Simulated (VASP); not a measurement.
# SiC in VASP: settings compared

The runs below take SiC through single point, with LDA, PBE.

Everything below comes from runs of VASP 6.6.1. Logs are shortened: lines on timing, memory, paths and dates and some standing lists are left out, and cuts for length are marked.

## (1) The cell of the first run

It takes space group F-43m (No. 216, cubic). Conventional cell: a = 4.348 Å, b = 4.348 Å, c = 4.348 Å, α = 90.00°, β = 90.00°, γ = 90.00°. Si (site symmetry -43m) has 4 C at 1.88 Å within 2.5 Å. C (site symmetry -43m) has 4 Si at 1.88 Å within 2.5 Å.

## (2) Single point, LDA

Contents of INCAR:

```
PREC     = Accurate       # precision mode
ENCUT    = 520            # plane-wave cutoff, eV
EDIFF    = 1E-6           # SCF threshold, eV
ISMEAR   = -1             # smearing method
SIGMA    = 0.05           # smearing width, eV
LREAL    = False          # projectors in reciprocal space
LASPH    = True           # aspherical terms in the spheres
NELM     = 80             # most SCF steps
ALGO     = Normal         # electronic algorithm
ISIF     = 2              # what is computed and relaxed
LWAVE    = False          # write WAVECAR
LCHARG   = False          # write CHGCAR
NBANDS   = 11             # bands
ISYM     = 0
```

Contents of KPOINTS:

```
Automatic mesh
0
Gamma
  16 16 16
  0.5 0.5 0.5
```

Contents of POSCAR:

```
SiC
1.0
    0.0000000000      2.1740000000      2.1740000000
    2.1740000000      0.0000000000      2.1740000000
    2.1740000000      2.1740000000      0.0000000000
Si C
1 1
Direct
    0.0000000000      0.0000000000      0.0000000000
    0.7500000000      0.7500000000      0.7500000000
```

Potentials or basis: VASP PAW LDA potentials, release 64 (Si, C).

Run with:

```console
> cat potpaw_LDA.64/Si/POTCAR potpaw_LDA.64/C/POTCAR > POTCAR
> mpirun -np 1 vasp_std > vasp.out
```

OUTCAR:

```text
PREC = Accurate
   ENCUT = 520
   EDIFF = 1E-6
   ISMEAR = -1
   LREAL = False
   LASPH = True
   NELM = 80
   ISIF = 2
   ISYM = 0

 ion  position               nearest neighbor table
   1  0.000  0.000  0.000-   2 1.88   2 1.88   2 1.88   2 1.88
   2  0.750  0.750  0.750-   1 1.88   1 1.88   1 1.88   1 1.88

IMPORTANT INFORMATION: All symmetrisations will be switched off!
NOSYMM: (Re-)initialisation of all symmetry stuff for point group C_1.

----------------------------------------------------------------------------------------

                                     Primitive cell

  volume of cell :      20.5498

  direct lattice vectors                    reciprocal lattice vectors
     0.000000000  2.174000000  2.174000000    -0.229990800  0.229990800  0.229990800
     2.174000000  0.000000000  2.174000000     0.229990800 -0.229990800  0.229990800
     2.174000000  2.174000000  0.000000000     0.229990800  0.229990800 -0.229990800

  length of vectors
     3.074500285  3.074500285  3.074500285     0.398355752  0.398355752  0.398355752

  position of ions in fractional coordinates (direct lattice)
     0.000000000  0.000000000  0.000000000
     0.750000000  0.750000000  0.750000000

  ion indices of the primitive-cell ions
   primitive index   ion index
                 1           1
                 2           2

----------------------------------------------------------------------------------------

 KPOINTS: Automatic mesh

Automatic generation of k-mesh.
 Grid dimensions read from file:
 generate k-points for:   16   16   16

 Generating k-lattice:

  Cartesian coordinates                     Fractional coordinates (reciprocal lattice)
    -0.014374425  0.014374425  0.014374425     0.062500000  0.000000000  0.000000000
     0.014374425 -0.014374425  0.014374425     0.000000000  0.062500000  0.000000000
     0.014374425  0.014374425 -0.014374425     0.000000000  0.000000000  0.062500000

  Length of vectors
     0.024897234  0.024897234  0.024897234

  Shift w.r.t. Gamma in fractional coordinates (k-lattice)
     0.500000000  0.500000000  0.500000000

 Subroutine IBZKPT returns following result:
 ===========================================

 Found   8192 irreducible k-points:

 Following reciprocal coordinates:
            Coordinates               Weight
  0.031250  0.031250  0.031250      2.000000
  0.031250  0.000000  0.000000      2.000000
  0.000000  0.000000 -0.031250      2.000000
[... 40 lines left out ...]
   EDIFF  = 0.1E-05   stopping-criterion for ELM
   LREAL  =      F    real-space projection
   EDIFFG = 0.1E-04   stopping-criterion for IOM
   NSW    =      0    number of steps for IOM
   IBRION =     -1    ionic relax: 0-MD 1-quasi-New 2-CG
   NFREE  =      0    steps in history (QN), initial steepest desc. (CG)
   ISIF   =      2    stress and relaxation
   ISYM   =      0    0-nonsym 1-usesym 2-fastsym
   POTIM  = 0.5000    time-step for ionic-motion
   TEBEG  =    0.0;   TEEND  =   0.0 temperature during run
   PSTRESS=    0.0 pullay stress
   NELECT =       8.0000    total number of electrons
   NUPDOWN=      -1.0000    fix difference up-down
   EMIN   =  10.00;   EMAX   =-10.00  energy-range for DOS
   EFERMI =   0.00;   METHOD = LEGACY
   ISMEAR =    -1;   SIGMA  =   0.05  broadening in eV -4-tet -1-fermi 0-gaus
   EFERMI_NEDOS =   21; number of points for ismear=-14 and -15
   IALGO  =     38    algorithm
   IMIX   =      4    mixing-type and parameters
     AMIX     =   0.40;   BMIX     =  1.00
     AMIX_MAG =   1.60;   BMIX_MAG =  1.00
  volume/ion in A,a.u.               =      10.27        69.34
  Fermi-wavevector in a.u.,A,eV,Ry     =   1.195369  2.258920 19.441458  1.428907
  Thomas-Fermi vector in A             =   2.331336
   LORBIT       =      0    0 simple, 1 ext, 2 COOP (PROOUT), +10 PAW based schemes
   GGA     = CA    functional components
   LHFCALC =     F    Hartree Fock is set to
   AEXX    =    0.0000 exact exchange contribution
   IVDW    =     0    specifies the selected vdW correction
   LEPSILON=     F    determine dielectric tensor
   LRPA    =     F    only Hartree local field effects (RPA)
 non-spin polarized calculation
  energy-cutoff  :      520.00
  volume of cell :       20.55
 maximum number of plane-waves:       568
   NGX = 11   NGY = 11   NGZ = 11

 number of electron       8.0000001 magnetization

 Free energy of the ion-electron system (eV)
  ---------------------------------------------------
  ext. energy  EPLUGINS =         0.00000000
  ---------------------------------------------------
  free energy    TOTEN  =       -16.64096240 eV

  energy without entropy =      -16.64096239  energy(sigma->0) =      -16.64096239

 E-fermi :   8.8505     XC(G=0): -11.5860

 val. band max:        8.1259853954   @ k =   0.0000   0.0000  -0.0312
 cond. band min:       9.5168319340   @ k =   0.5000   0.0000   0.4688
 fundamental gap:      1.3908465386
 Fermi energy:         8.8504577681

 k-point     1 :       0.0312    0.0312    0.0312
  band No.  band energies     occupation
      1      -7.2103      2.00000
      2       8.0303      2.00000
      3       8.1260      2.00000
      4       8.1260      2.00000
      5      14.5632      0.00000
      6      15.3886      0.00000
      7      15.4059      0.00000
      8      15.4059      0.00000
      9      22.4886      0.00000
     10      22.4886      0.00000
     11      24.4438      0.00000
[... 309 lines left out ...]
 k-point    24 :       0.1250    0.0000   -0.0312
  band No.  band energies     occupation
      1      -6.8522      2.00000
      2       6.4457      2.00000
      3       7.7219      2.00000
      4       8.0034      2.00000
      5      14.6832      0.00000
      6      15.6791      0.00000
      7      15.7221      0.00000
      8      16.2482      0.00000
      9      20.8881      0.00000
     10      21.5986      0.00000
     11      24.1504      0.00000

 [... further k-points ...]
[... 5 lines left out ...]
  --------------------------------------------------------------------------------------
  -------------------------------------------------------------------------------------
  Total       -0.3251635     -0.3251637     -0.3251635     -0.0000007     -0.0000009     -0.0000008
  in kB      -25.3515078    -25.3515201    -25.3515093     -0.0000536     -0.0000673     -0.0000619
  external PRESSURE =     -25.3515124 kB  Pullay stress =       0.0000000 kB

 VOLUME and BASIS-vectors are now :
 -----------------------------------------------------------------------------
  energy-cutoff  :      520.00
  volume of cell :       20.55
      direct lattice vectors                 reciprocal lattice vectors
     0.000000000  2.174000000  2.174000000    -0.229990800  0.229990800  0.229990800
     2.174000000  0.000000000  2.174000000     0.229990800 -0.229990800  0.229990800
     2.174000000  2.174000000  0.000000000     0.229990800  0.229990800 -0.229990800

 POSITION                                       TOTAL-FORCE (eV/Angst)
 -----------------------------------------------------------------------------------
      0.00000      0.00000      0.00000        -0.000000      0.000000      0.000000
      3.26100      3.26100      3.26100         0.000000     -0.000000     -0.000000
 -----------------------------------------------------------------------------------
    total drift:                               -0.000000     -0.000000     -0.000001

  FREE ENERGIE OF THE ION-ELECTRON SYSTEM (eV)
  ---------------------------------------------------
  free  energy   TOTEN  =       -16.6409623966 eV

  energy  without entropy=      -16.6409623878  energy(sigma->0) =      -16.64096239
```

It took 28 min on 1 thread of Intel Xeon 8259CL, shared host; peak memory 1.7 GiB.

What came out:

| Item | Value |
| --- | --- |
| Free energy | -16.6410 eV |
| Pressure | -2.5 GPa |
| Band gap on the k mesh | 1.39 eV (least direct gap 4.57 eV) |

Caveat: a shifted mesh leaves out Γ, where band edges can lie.

## (3) Single point, PBE (atom 1 (Si) moved by [0.056569, 0.056569, 0.0] A)

Contents of INCAR:

```
SYSTEM = SiC
  PREC = Accurate
  ENCUT = 520
  EDIFF = 1E-6
  ISMEAR = -1
  SIGMA = 0.05
  LREAL = .FALSE.
  LASPH = .TRUE.
  NELM = 60
  ALGO = Normal
  ISIF = 2
  LWAVE = .FALSE.
  LCHARG = .FALSE.
  GGA = PE
  NBANDS = 11
```

Contents of KPOINTS:

```
Automatic mesh
0
G
  16 16 16
  0 0 0
```

POSCAR: that of step 2 with these lines changed.

```diff
@@ -8,3 +8,3 @@
 Direct
-    0.0000000000      0.0000000000      0.0000000000
+    0.0000000000      0.0000000000      0.0260206992
     0.7500000000      0.7500000000      0.7500000000
```

Potentials or basis: VASP PAW PBE potentials, release 64 (Si, C).

Run with:

```console
> cat potpaw_PBE.64/Si/POTCAR potpaw_PBE.64/C/POTCAR > POTCAR
> mpirun -np 1 vasp_std > vasp.out
```

It took 98 s on 1 thread of AMD EPYC 9R45 (Zen 5), shared host; peak memory 0.3 GiB.

The run converged. Its results:

```
Free energy            : -14.9917 eV
Pressure               : 5.6 GPa
Largest force          : 1.584 eV/Å
Band gap on the k mesh : 0.97 eV (least direct gap 4.39 eV)
```

Forces in eV/Å, atoms in the order of the input:
```
Si  -1.109 -1.109  0.226
C    1.109  1.109 -0.226
```

Stress tensor (GPa, compression positive):
```
 5.35  0.98 -3.90
 0.98  5.35 -3.90
-3.90 -3.90  5.97
```

Levels at points of the mesh, in eV from the valence-band top:
```tsv
k point	band 2	band 3	band 4	band 5	band 6	band 7
(0.00, 0.00, 0.00)	-0.76	-0.36	0.00	5.92	6.86	6.97
(0.50, 0.00, 0.00)	-8.94	-1.72	-1.11	5.09	6.53	7.26
(0.00, 0.00, 0.50)	-9.17	-1.48	-1.14	5.11	6.80	7.21
(0.50, 0.50, 0.50)	-8.71	-1.71	-1.35	5.13	6.57	7.00
(0.50, 0.50, 0.00)	-8.20	-3.56	-3.53	0.97	3.95	13.76
(0.00, 0.50, 0.50)	-8.18	-3.70	-3.42	0.97	3.97	13.74
```

Caveat: the cell differs from its parent crystal (atom 1 (Si) moved by [0.056569, 0.056569, 0.0] A); the cell stands under pressure; forces of over 1 eV/Å act on the atoms, so gaps and moduli don't describe the material at rest.
